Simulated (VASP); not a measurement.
# Hf (Im-3m) in VASP: further runs, part 2 of 2

VASP 6.6.1.

## (5) Single point, PBEsol

This run uses another cell than the first one, of 15.92 Å³/atom.

INCAR

```
SYSTEM = Hf
PREC = Accurate
ENCUT = 500
EDIFF = 1E-6
ISMEAR = 0
SIGMA = 0.1
LREAL = .False.
LASPH = .True.
NELM = 120
ALGO = Normal
ISIF = 2
LWAVE = .False.
LCHARG = .False.
GGA = PS
NBANDS = 11
GGA_COMPAT = .False.
```

KPOINTS

```
regular mesh
0
Gamma
  18 18 18
  0 0 0
```

POSCAR

```
Hf
1.0
   -1.5846836078      1.5846836078      1.5846836078
    1.5846836078     -1.5846836078      1.5846836078
    1.5846836078      1.5846836078     -1.5846836078
Hf
1
Direct
    0.0000000000      0.0000000000      0.0000000000
```

Started as:

```sh
$ cat potpaw_PBE.64/Hf_pv/POTCAR > POTCAR
$ mpirun -np 1 vasp_std > vasp.out
```

Run time: 18 s. Hardware: 1 thread of Intel Xeon Platinum 8259CL at 2.50GHz (Skylake/Cascade Lake), shared host; peak memory 0.15 GiB.

Results (log left out):

```yaml
Free_energy: -9.6848 eV
Pressure: 49.0 GPa
Band_gap_on_the_k_mesh: zero (bands 5 and 6 overlap by 2.76 eV)
```

Levels at points of the mesh, in eV from the Fermi level:
```
           k point  band 1  band 2  band 3  band 4  band 5  band 6  band 7  band 8  band 9  band 10
(0.00, 0.00, 0.00)  -28.46  -28.46  -28.46   -7.95    1.66    1.66    1.66    5.55    5.55    14.36
(0.50, 0.00, 0.00)  -30.82  -29.18  -28.49   -4.64   -1.35    3.13    5.69    7.07   11.12    12.24
(0.50, 0.50, 0.50)  -30.04  -30.04  -30.04   -4.44   -4.44    9.69    9.69    9.69   10.65    10.65
```

Caveat: the cell stands under pressure; the PAW data sets were made with another functional, which shifts forces and pressure a little; spin-orbit coupling is left out, which moves the levels of the heavy elements.

## (6) Single point, PBEsol

This run uses another cell than the first one, of 17.37 Å³/atom.

INCAR: that of step 5 with these lines changed.

```diff
@@ -12,4 +12,6 @@
 LWAVE = .False.
-LCHARG = .False.
+LCHARG = .True.
 GGA = PS
+LELF = .True.
+LVHAR = .True.
 NBANDS = 11
```

KPOINTS is that of step 5.

POSCAR

```
Hf
1.0
   -1.6316050713      1.6316050713      1.6316050713
    1.6316050713     -1.6316050713      1.6316050713
    1.6316050713      1.6316050713     -1.6316050713
Hf
1
Direct
    0.0000000000      0.0000000000      0.0000000000
```

Potentials or basis: VASP PAW PBE potentials, release 64 (Hf_pv).

Started as:

```sh
$ cat potpaw_PBE.64/Hf_pv/POTCAR > POTCAR
$ mpirun -np 1 vasp_std > vasp.out
```

OUTCAR:

```text
SYSTEM = Hf
   PREC = Accurate
   ENCUT = 500
   EDIFF = 1E-6
   ISMEAR = 0
   LREAL = .False.
   LASPH = .True.
   NELM = 120
   ISIF = 2
   GGA = PS

 ion  position               nearest neighbor table
   1  0.000  0.000  0.000-

  LATTYP: Found a body centered cubic cell.
 ALAT       =     3.2632101426

  Lattice vectors:

 A1 = (  -1.6316050713,   1.6316050713,   1.6316050713)
 A2 = (   1.6316050713,  -1.6316050713,   1.6316050713)
 A3 = (   1.6316050713,   1.6316050713,  -1.6316050713)

Analysis of symmetry for initial positions (statically):
=====================================================================
 Subroutine PRICEL returns:
 Original cell was already a primitive cell.

 Routine SETGRP: Setting up the symmetry group for a
 body centered cubic supercell.

 Subroutine GETGRP returns: Found 48 space group operations
 (whereof 48 operations were pure point group operations)
 out of a pool of 48 trial point group operations.

The static configuration has the point symmetry O_h .

Analysis of symmetry for dynamics (positions and initial velocities):
[... 160 lines left out ...]
 val. band max:        6.2541141634   @ k =   0.2222   0.1667   0.0000
 cond. band min:       6.2754575957   @ k =   0.3333   0.2778   0.0556
 fundamental gap:      0.0213434323
 Fermi energy:         6.2572533026

 k-point     1 :       0.0000    0.0000    0.0000
  band No.  band energies     occupation
      1     -22.5333      2.00000
      2     -22.5333      2.00000
      3     -22.5333      2.00000
      4      -1.5160      2.00000
      5       7.9041      0.00000
      6       7.9041      0.00000
      7       7.9041      0.00000
      8      11.4934      0.00000
      9      11.4934      0.00000
     10      20.8413      0.00000
     11      20.8413      0.00000
[... 309 lines left out ...]
 k-point    24 :       0.3889    0.1111    0.0000
  band No.  band energies     occupation
      1     -24.2593      2.00000
      2     -23.1610      2.00000
      3     -22.6360      2.00000
      4       2.4560      2.00000
      5       5.3206      2.00000
      6       7.7124      0.00000
      7      11.2935      0.00000
      8      12.9256      0.00000
      9      16.2605      0.00000
     10      19.1848      0.00000
     11      19.9747      0.00000

 [... further k-points ...]
[... 5 lines left out ...]
  --------------------------------------------------------------------------------------
  -------------------------------------------------------------------------------------
  Total        3.1456112      3.1456112      3.1456112      0.0000000     -0.0000000      0.0000000
  in kB      290.0751309    290.0751309    290.0751309      0.0000000     -0.0000000      0.0000000
  external PRESSURE =     290.0751309 kB  Pullay stress =       0.0000000 kB

 VOLUME and BASIS-vectors are now :
 -----------------------------------------------------------------------------
  energy-cutoff  :      500.00
  volume of cell :       17.37
      direct lattice vectors                 reciprocal lattice vectors
    -1.631605071  1.631605071  1.631605071     0.000000000  0.306446706  0.306446706
     1.631605071 -1.631605071  1.631605071     0.306446706  0.000000000  0.306446706
     1.631605071  1.631605071 -1.631605071     0.306446706  0.306446706  0.000000000

 POSITION                                       TOTAL-FORCE (eV/Angst)
 -----------------------------------------------------------------------------------
      0.00000      0.00000      0.00000        -0.000000     -0.000000     -0.000000
 -----------------------------------------------------------------------------------
    total drift:                                0.000000      0.000000     -0.000000

  FREE ENERGIE OF THE ION-ELECTRON SYSTEM (eV)
  ---------------------------------------------------
  free  energy   TOTEN  =       -10.0332846656 eV

  energy  without entropy=      -10.0281772238  energy(sigma->0) =      -10.03073094
```

stdout:

```text
POSCAR found type information on POSCAR Hf
 POSCAR found :  1 types and       1 ions
 scaLAPACK will be used
 -----------------------------------------------------------------------------
|                                                                             |
|                                                                             |
|     You enforced a specific xc type in the INCAR file but a different       |
|     I HOPE YOU KNOW WHAT YOU ARE DOING!                                     |
|                                                                             |
 -----------------------------------------------------------------------------

 LDA part: xc-table for (Slater+PW92), standard interpolation
 POSCAR, INCAR and KPOINTS ok, starting setup
 FFT: planning ... GRIDC
 FFT: planning ... GRID_SOFT
 FFT: planning ... GRID
 WAVECAR not read
 entering main loop
```

It took 21 s on 1 thread of Intel Xeon Platinum 8259CL at 2.50GHz (Skylake/Cascade Lake), shared host; peak memory 0.16 GiB.

What came out:

* Free energy: -10.0333 eV
* Pressure: 29.0 GPa
* Band gap on the k mesh: zero (bands 5 and 6 overlap by 2.62 eV)

Caveat: the cell stands under pressure; the PAW data sets were made with another functional, which shifts forces and pressure a little; spin-orbit coupling is left out, which moves the levels of the heavy elements.

## (7) The runs side by side

```csv
cell,gap on the mesh (eV),pressure (GPa)
"a = 2.668 Å, angles 109.5°, 1 atom",none,73.9
"a = 2.745 Å, angles 109.5°, 1 atom",none,49.0
"a = 2.826 Å, angles 109.5°, 1 atom",none,29.0
```

Alike in all rows: task single point; level PBEsol; potentials or basis VASP PAW PBE potentials, release 64 (Hf_pv); no spin polarisation; k mesh 18 × 18 × 18; cutoff (eV) 500; smearing gaussian 0.1 eV.

Caveats: the cell stands under pressure; the PAW data sets were made with another functional, which shifts forces and pressure a little; spin-orbit coupling is left out, which moves the levels of the heavy elements.

Absolute energies hang on the potentials; compare differences alone.

The gap in the log of VASP goes by the Fermi energy; the results here count the filled bands.